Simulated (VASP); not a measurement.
# Sb (R-3m) in VASP: further runs

The runs below take Sb through single point, relaxation of cell and atoms, with r2SCAN+D3(BJ).

Everything below comes from runs of VASP 6.6.1. Logs are shortened: lines on timing, memory, paths and dates and some standing lists are left out, and cuts for length are marked.

### Step 1. The cell of the first run

Symmetry: R-3m, No. 166, trigonal system. Conventional cell: a = 4.210 Å, b = 4.210 Å, c = 10.650 Å, α = 90.00°, β = 90.00°, γ = 120.00°. Within 3.8 Å of Sb (site symmetry 3m) lie 6 Sb at 2.86 to 3.17 Å.

### Step 2. Single point, r2SCAN+D3(BJ)

POSCAR reads:

```
Sb
1.0
    2.1051293924      1.2153970214      3.5499903794
   -2.1051293924      1.2153970214      3.5499903794
    0.0000000000     -2.4307940427      3.5499903794
Sb
2
Direct
    0.2377546507      0.2377546507      0.2377546507
    0.7622453493      0.7622453493      0.7622453493
```

INCAR.step1 reads:

```
ALGO = Normal
EDIFF = 1E-4
ENCUT = 520
GGA = PE
ISMEAR = 0
LASPH = T
LCHARG = F
LREAL = F
LWAVE = T
NBANDS = 12
NELM = 80
PREC = Accurate
SIGMA = 0.1
```

INCAR.step2 reads:

```
ALGO = Normal
EDIFF = 1E-7
ENCUT = 520
ISIF = 2
ISMEAR = 0
ISTART = 1
IVDW = 12
LASPH = T
LCHARG = T
LELF = T
LMIXTAU = T
LREAL = F
LVHAR = T
LWAVE = F
METAGGA = R2SCAN
NBANDS = 12
NELM = 80
PREC = Accurate
SIGMA = 0.1
VDW_A1 = 0.49484001
VDW_A2 = 5.73083694
VDW_S6 = 1.0
VDW_S8 = 0.78981345
```

KPOINTS reads:

```
k-points
0
Gamma
  6 6 6
```

Potentials or basis: VASP PAW PBE potentials, release 64 (Sb).

The run is started by

```sh
cat potpaw_PBE.64/Sb/POTCAR > POTCAR
cp INCAR.step1 INCAR
mpirun -np 1 vasp_std > vasp.out
cp INCAR.step2 INCAR
mpirun -np 1 vasp_std > vasp.out
```

OUTCAR:

```text
EDIFF = 1E-7
   ENCUT = 520
   ISIF = 2
   ISMEAR = 0
   ISTART = 1
   IVDW = 12
   LASPH = T
   LREAL = F
   METAGGA = R2SCAN
   NELM = 80
   PREC = Accurate
 IVDW          = 12

 ion  position               nearest neighbor table
   1  0.238  0.238  0.238-   2 2.86   2 2.86   2 2.86   2 3.17   2 3.17   2 3.17
   2  0.762  0.762  0.762-   1 2.86   1 2.86   1 2.86   1 3.17   1 3.17   1 3.17

  LATTYP: Found a trigonal (rhomboedric) cell.
 ALAT       =     4.3024634074
 COS(alpha) =     0.5212010216

  Lattice vectors:

 A1 = (   2.1051293924,   1.2153970214,   3.5499903794)
 A2 = (  -2.1051293924,   1.2153970214,   3.5499903794)
 A3 = (   0.0000000000,  -2.4307940427,   3.5499903794)

Analysis of symmetry for initial positions (statically):
=====================================================================
 Subroutine PRICEL returns:
 Original cell was already a primitive cell.

 Routine SETGRP: Setting up the symmetry group for a
 trigonal (rhombohedral) supercell.

 Subroutine GETGRP returns: Found 12 space group operations
 (whereof 12 operations were pure point group operations)
 out of a pool of 12 trial point group operations.

The static configuration has the point symmetry D_3d.

Analysis of symmetry for dynamics (positions and initial velocities):
=====================================================================
 Subroutine PRICEL returns:
 Original cell was already a primitive cell.

 Routine SETGRP: Setting up the symmetry group for a
 trigonal (rhombohedral) supercell.

 Subroutine GETGRP returns: Found 12 space group operations
 (whereof 12 operations were pure point group operations)
 out of a pool of 12 trial point group operations.

The dynamic configuration has the point symmetry D_3d.

 Subroutine INISYM returns: Found 12 space group operations
 (whereof 12 operations are pure point group operations),
 and found     1 'primitive' translations

----------------------------------------------------------------------------------------

                                     Primitive cell

  volume of cell :      54.4974

  direct lattice vectors                    reciprocal lattice vectors
     2.105129392  1.215397021  3.549990379     0.237515091  0.137129402  0.093896968
    -2.105129392  1.215397021  3.549990379    -0.237515091  0.137129402  0.093896968
     0.000000000 -2.430794043  3.549990379     0.000000000 -0.274258804  0.093896968

  length of vectors
[... 91 lines left out ...]
   TEBEG  =    0.0;   TEEND  =   0.0 temperature during run
   PSTRESS=    0.0 pullay stress
   NELECT =      10.0000    total number of electrons
   NUPDOWN=      -1.0000    fix difference up-down
   EMIN   =  10.00;   EMAX   =-10.00  energy-range for DOS
   EFERMI =   0.00;   METHOD = LEGACY
   ISMEAR =     0;   SIGMA  =   0.10  broadening in eV -4-tet -1-fermi 0-gaus
   EFERMI_NEDOS =   21; number of points for ismear=-14 and -15
   IALGO  =     38    algorithm
   IMIX   =      4    mixing-type and parameters
     AMIX     =   0.40;   BMIX     =  1.00
     AMIX_MAG =   1.60;   BMIX_MAG =  1.00
  volume/ion in A,a.u.               =      27.25       183.88
  Fermi-wavevector in a.u.,A,eV,Ry     =   0.930286  1.757985 11.774911  0.865432
  Thomas-Fermi vector in A             =   2.056658
   LORBIT       =      0    0 simple, 1 ext, 2 COOP (PROOUT), +10 PAW based schemes
   METAGGA = R2SCAN    functional components
   LHFCALC =     F    Hartree Fock is set to
   AEXX    =    0.0000 exact exchange contribution
   IVDW    =    12    specifies the selected vdW correction
   LEPSILON=     F    determine dielectric tensor
   LRPA    =     F    only Hartree local field effects (RPA)
 non-spin polarized calculation
 Gauss-broadening in eV      SIGMA  =   0.10
  energy-cutoff  :      520.00
  volume of cell :       54.50
 maximum number of plane-waves:      1480
   NGX = 15   NGY = 15   NGZ = 15

 number of electron      10.0000000 magnetization

 Free energy of the ion-electron system (eV)
  ---------------------------------------------------
  ext. energy  EPLUGINS =         0.00000000
  ---------------------------------------------------
  free energy    TOTEN  =       -51.22554379 eV

  energy without entropy =      -51.22443348  energy(sigma->0) =      -51.22498864

 E-fermi :   8.6610     XC(G=0): -10.4915

 val. band max:        8.5641490888   @ k =   0.5000  -0.0000  -0.0000
 cond. band min:       8.6763302860   @ k =   0.5000  -0.0000  -0.0000
 fundamental gap:      0.1121811973
 Fermi energy:         8.6609922527

 k-point     1 :       0.0000    0.0000    0.0000
  band No.  band energies     occupation
      1      -5.5409      2.00000
      2       4.4749      2.00000
      3       6.1800      2.00000
      4       6.3259      2.00000
      5       6.3259      2.00000
      6      11.2429      0.00000
      7      11.7339      0.00000
      8      11.7339      0.00000
      9      13.6529      0.00000
     10      13.6529      0.00000
     11      13.8799      0.00000
     12      15.5163      0.00000
[... 331 lines left out ...]
 k-point    24 :      -0.3333    0.5000    0.1667
  band No.  band energies     occupation
      1      -2.2237      2.00000
      2      -0.7158      2.00000
      3       2.2360      2.00000
      4       3.2815      2.00000
      5       6.4945      2.00000
      6      10.8384      0.00000
      7      12.0332      0.00000
      8      15.1159      0.00000
      9      15.4148      0.00000
     10      16.4866      0.00000
     11      19.4304      0.00000
     12      20.3217      0.00000

 [... further k-points ...]

------------------------ aborting loop because EDIFF is reached ----------------------------------------

 Edisp (eV)   -0.48947

 E8    (eV) :    -0.1794

  FORCE on cell =-STRESS in cart. coord.  units (eV):
  Direction    XX          YY          ZZ          XY          YZ          ZX
  --------------------------------------------------------------------------------------
  -------------------------------------------------------------------------------------
  Total       2.25310     2.25310     2.27840     0.00000     0.00000    -0.00000
  in kB      66.23924    66.23924    66.98296     0.00000     0.00000    -0.00000
  external pressure =       66.49 kB  Pullay stress =        0.00 kB

 VOLUME and BASIS-vectors are now :
 -----------------------------------------------------------------------------
  energy-cutoff  :      520.00
  volume of cell :       54.50
      direct lattice vectors                 reciprocal lattice vectors
     2.105129392  1.215397021  3.549990379     0.237515091  0.137129402  0.093896968
    -2.105129392  1.215397021  3.549990379    -0.237515091  0.137129402  0.093896968
     0.000000000 -2.430794043  3.549990379     0.000000000 -0.274258804  0.093896968

 POSITION                                       TOTAL-FORCE (eV/Angst)
 -----------------------------------------------------------------------------------
      0.00000      0.00000      2.53208         0.000000      0.000000      0.085028
      0.00000      0.00000      8.11789         0.000000     -0.000000     -0.085028
 -----------------------------------------------------------------------------------
    total drift:                                0.000000     -0.000000      0.000000

  FREE ENERGIE OF THE ION-ELECTRON SYSTEM (eV)
  ---------------------------------------------------
  free  energy   TOTEN  =       -51.7150173537 eV

  energy  without entropy=      -51.7139070434  energy(sigma->0) =      -51.71446220
```

OUTCAR.step1:

```text
EDIFF = 1E-4
   ENCUT = 520
   GGA = PE
   ISMEAR = 0
   LASPH = T
[... 581 lines left out ...]
 -----------------------------------------------------------------------------------
      0.00000      0.00000      2.53208         0.000000      0.000000      0.177013
      0.00000      0.00000      8.11789         0.000000     -0.000000     -0.177013
 -----------------------------------------------------------------------------------
    total drift:                                0.000000      0.000000      0.000000

  FREE ENERGIE OF THE ION-ELECTRON SYSTEM (eV)
  ---------------------------------------------------
  free  energy   TOTEN  =        -8.0770603896 eV

  energy  without entropy=       -8.0759393482  energy(sigma->0) =       -8.07649987
```

It took 44 s on 1 thread of AMD EPYC 9R45 (Zen 5), shared host; peak memory 0.16 GiB.

Results:

```yaml
Free_energy: -51.7150 eV
Pressure: 6.6 GPa
Largest_force: 0.085 eV/Å
Band_gap_on_the_k_mesh: zero (bands 5 and 6 overlap by 0.71 eV)
Dispersion_energy_per_atom: -0.245 eV
```

Forces in eV/Å, atoms in the order of the input:
```
Sb   0.000  0.000  0.085
Sb   0.000  0.000 -0.085
```

Caveat: the cell stands under pressure; the PAW data sets were made with another functional, which shifts forces and pressure a little; spin-orbit coupling is left out, which moves the levels of the heavy elements.

### Step 3. Single point, r2SCAN+D3(BJ)

POSCAR is that of step 2.

INCAR.step1 reads:

```
SYSTEM = Sb
ALGO = Normal
EDIFF = 1E-4
ENCUT = 520
GGA = PE
ISMEAR = 0
LASPH = .True.
LCHARG = .False.
LREAL = .False.
LWAVE = .True.
NBANDS = 12
NELM = 100
PREC = Accurate
SIGMA = 0.1
```

INCAR.step2 reads:

```
SYSTEM = Sb
ALGO = Normal
EDIFF = 1E-7
ENCUT = 520
ISIF = 2
ISMEAR = 0
ISTART = 1
IVDW = 12
LASPH = .True.
LCHARG = .False.
LMIXTAU = .True.
LREAL = .False.
LWAVE = .False.
METAGGA = R2SCAN
NBANDS = 12
NELM = 100
PREC = Accurate
SIGMA = 0.1
VDW_A1 = 0.49484001
VDW_A2 = 5.73083694
VDW_S6 = 1.0
VDW_S8 = 0.78981345
```

KPOINTS reads:

```
k-points
0
Gamma
  6 6 6
  0 0 0
```

Potentials or basis: VASP PAW PBE potentials, release 64 (Sb).

The run is started by

```sh
cat potpaw_PBE.64/Sb/POTCAR > POTCAR
cp INCAR.step1 INCAR
mpirun -np 1 vasp_std > vasp.out
cp INCAR.step2 INCAR
mpirun -np 1 vasp_std > vasp.out
```

Run time: 44 s. Hardware: 1 thread of AMD EPYC 9R45 (Zen 5), shared host; peak memory 0.16 GiB.

Results (log left out):

| Item | Value |
| --- | --- |
| Free energy | -51.7150 eV |
| Pressure | 6.6 GPa |
| Largest force | 0.085 eV/Å |
| Band gap on the k mesh | zero (bands 5 and 6 overlap by 0.71 eV) |
| Dispersion energy per atom | -0.245 eV |

Forces in eV/Å, atoms in the order of the input:
```
Sb   0.000  0.000  0.085
Sb   0.000  0.000 -0.085
```

Levels at points of the mesh, in eV from the Fermi level:
```csv
k point,band 1,band 2,band 3,band 4,band 5,band 6,band 7,band 8,band 9,band 10
"(0.00, 0.00, 0.00)",-14.20,-4.19,-2.48,-2.34,-2.34,2.58,3.07,3.07,4.99,4.99
"(0.50, 0.00, 0.00)",-11.35,-10.76,-2.12,-1.91,-0.64,-0.10,0.02,0.37,8.70,9.24
"(0.50, 0.50, 0.00)",-11.29,-8.34,-6.56,-4.60,-4.55,1.48,5.78,6.13,8.42,9.25
"(0.50, 0.50, 0.50)",-12.00,-10.23,-1.61,-1.61,-0.45,-0.45,-0.20,1.07,8.21,9.32
```

Caveat: the cell stands under pressure; the PAW data sets were made with another functional, which shifts forces and pressure a little; spin-orbit coupling is left out, which moves the levels of the heavy elements.

### Step 4. Relaxation of cell and atoms, r2SCAN+D3(BJ), target pressure 6.4 GPa, at which the enthalpy is minimised

POSCAR is that of step 3.

INCAR.step1 reads:

```
SYSTEM = Sb
PREC = Accurate
ENCUT = 600
ISMEAR = 0
SIGMA = 0.1
LREAL = .FALSE.
LASPH = .TRUE.
NELM = 100
GGA = PE
ALGO = Normal
EDIFF = 1E-4
LWAVE = .TRUE.
LCHARG = .FALSE.
```

INCAR.step2 reads:

```
SYSTEM = Sb
PREC = Accurate
ENCUT = 600
EDIFF = 1E-6
ISMEAR = 0
SIGMA = 0.1
LREAL = .FALSE.
LASPH = .TRUE.
NELM = 100
ALGO = Normal
ISIF = 3
LWAVE = .FALSE.
LCHARG = .FALSE.
METAGGA = R2SCAN
LMIXTAU = .TRUE.
IVDW = 12
VDW_S6 = 1.0
VDW_S8 = 0.78981345
VDW_A1 = 0.49484001
VDW_A2 = 5.73083694
IBRION = 2
NSW = 80
EDIFFG = -0.05
PSTRESS = 64.0
ISTART = 1
```

KPOINTS reads:

```
Automatic mesh
0
G
  6 6 6
  0 0 0
```

Potentials or basis: VASP PAW PBE potentials, release 64 (Sb).

The run is started by

```sh
cat potpaw_PBE.64/Sb/POTCAR > POTCAR
cp INCAR.step1 INCAR
mpirun -np 1 vasp_std > vasp.out
cp INCAR.step2 INCAR
mpirun -np 1 vasp_std > vasp.out
```

OUTCAR:

```text
SYSTEM = Sb
   PREC = Accurate
   ENCUT = 600
   EDIFF = 1E-6
   ISMEAR = 0
   LREAL = .FALSE.
   LASPH = .TRUE.
   NELM = 100
   ISIF = 3
   METAGGA = R2SCAN
   IVDW = 12
   IBRION = 2
   NSW = 80
   EDIFFG = -0.05
   PSTRESS = 64.0
   ISTART = 1
 IVDW          = 12

 ion  position               nearest neighbor table
   1  0.238  0.238  0.238-   2 2.86   2 2.86   2 2.86   2 3.17   2 3.17   2 3.17
   2  0.762  0.762  0.762-   1 2.86   1 2.86   1 2.86   1 3.17   1 3.17   1 3.17

  LATTYP: Found a trigonal (rhomboedric) cell.
 ALAT       =     4.3024634074
 COS(alpha) =     0.5212010216

  Lattice vectors:

 A1 = (   2.1051293924,   1.2153970214,   3.5499903794)
 A2 = (  -2.1051293924,   1.2153970214,   3.5499903794)
 A3 = (   0.0000000000,  -2.4307940427,   3.5499903794)

Analysis of symmetry for initial positions (statically):
=====================================================================
 Subroutine PRICEL returns:
 Original cell was already a primitive cell.

[... 257 lines left out ...]
 Free energy of the ion-electron system (eV)
  ---------------------------------------------------
  ext. energy  EPLUGINS =         0.00000000
  ---------------------------------------------------
  free energy    TOTEN  =       -51.23577158 eV

  energy without entropy =      -51.23471863  energy(sigma->0) =      -51.23524510

 E-fermi :   8.6047     XC(G=0): -10.4757

 val. band max:        8.4983938415   @ k =   0.5000  -0.0000  -0.0000
 cond. band min:       8.6234380170   @ k =   0.5000  -0.0000  -0.0000
 fundamental gap:      0.1250441755
 Fermi energy:         8.6047106771

 k-point     1 :       0.0000    0.0000    0.0000
  band No.  band energies     occupation
      1      -5.5562      2.00000
      2       4.3960      2.00000
      3       6.1282      2.00000
      4       6.2883      2.00000
      5       6.2883      2.00000
      6      11.2099      0.00000
      7      11.6815      0.00000
      8      11.6815      0.00000
      9      13.6009      0.00000
[... 265 lines left out ...]
 k-point    24 :      -0.3333    0.5000    0.1667
  band No.  band energies     occupation
      1      -2.2523      2.00000
      2      -0.7547      2.00000
      3       2.2087      2.00000
      4       3.2524      2.00000
      5       6.4476      2.00000
      6      10.7807      0.00000
      7      11.9895      0.00000
      8      15.0321      0.00000
      9      15.3653      0.00000

 [... further k-points ...]

------------------------ aborting loop because EDIFF is reached ----------------------------------------

 Edisp (eV)   -0.48768

 E8    (eV) :    -0.1787
[... 29 lines left out ...]
  energy  without entropy=      -51.7223972380  energy(sigma->0) =      -51.72292372

  enthalpy is  TOTEN    =       -49.5386261704 eV   P V=        2.1848240222

 reached required accuracy - stopping structural energy minimisation
```

OSZICAR.step1:

```text
N       E                     dE             d eps       ncg     rms          rms(c)
DAV:   1     0.422830132730E+02    0.42283E+02   -0.40163E+03   576   0.988E+02
DAV:   2    -0.623939260977E+01   -0.48522E+02   -0.47688E+02   772   0.134E+02
DAV:   3    -0.806547510004E+01   -0.18261E+01   -0.18016E+01   720   0.302E+01
DAV:   4    -0.808071377132E+01   -0.15239E-01   -0.15232E-01   726   0.317E+00
DAV:   5    -0.808081302780E+01   -0.99256E-04   -0.99254E-04   719   0.255E-01    0.343E+00
DAV:   6    -0.807803136320E+01    0.27817E-02   -0.23032E-03   623   0.417E-01    0.209E+00
DAV:   7    -0.807704913672E+01    0.98223E-03   -0.57014E-03   640   0.650E-01    0.716E-02
DAV:   8    -0.807713375798E+01   -0.84621E-04   -0.14342E-04   587   0.939E-02
   1 F= -.80771338E+01 E0= -.80765732E+01  d E =-.112103E-02
```

Run time: 1.8 min. Hardware: 1 thread of AMD EPYC 9R45 (Zen 5), shared host; peak memory 0.2 GiB.

Results:

```
Free energy                                                : -51.7235 eV
Relaxed volume                                             : 27.35 Å³/atom
Relaxed cell                                               : a = 4.308 Å, b = 4.308 Å, c = 4.308 Å, α = 58.57°, β = 58.57°, γ = 58.57°
Space group after relaxing (to 0.1 Å)                      : R-3m (No. 166)
Energy change on relaxing (the run minimises the enthalpy) : -4.1 meV/atom
Ionic steps                                                : 3
Pressure after relaxing                                    : 6.3 GPa
Largest force after relaxing                               : 0.041 eV/Å
Band gap on the k mesh                                     : zero (bands 5 and 6 overlap by 0.70 eV)
Dispersion energy per atom                                 : -0.244 eV
```

Forces in eV/Å, atoms in the order of the input:
```
Sb   0.000  0.000  0.041
Sb   0.000  0.000 -0.041
```

Step by step:
```
step  energy change (eV)  largest force (eV/Å)  pressure (GPa)  volume (Å³)
   1              0.0000                0.0849            6.65        54.50
   2             -0.0134                0.0121            5.98        54.83
   3             -0.0083                0.0409            6.25        54.69
```

Final structure:
```xyz
2
Lattice="2.1074 1.2167 3.5551 -2.1074 1.2167 3.5551 0.0000 -2.4334 3.5551" Properties=species:S:1:pos:R:3 pbc="T T T"
Sb    0.0000    0.0000    2.5382
Sb    0.0000    0.0000    8.1272
```

Caveat: the cell is relaxed towards a set pressure, so the run minimises the enthalpy, not the energy; the PAW data sets were made with another functional, which shifts forces and pressure a little; spin-orbit coupling is left out, which moves the levels of the heavy elements; the relaxation stopped at a loose force limit of 0.05 eV/Å, so its end isn't a converged minimum. Zero-point motion and thermal expansion aren't in these numbers.
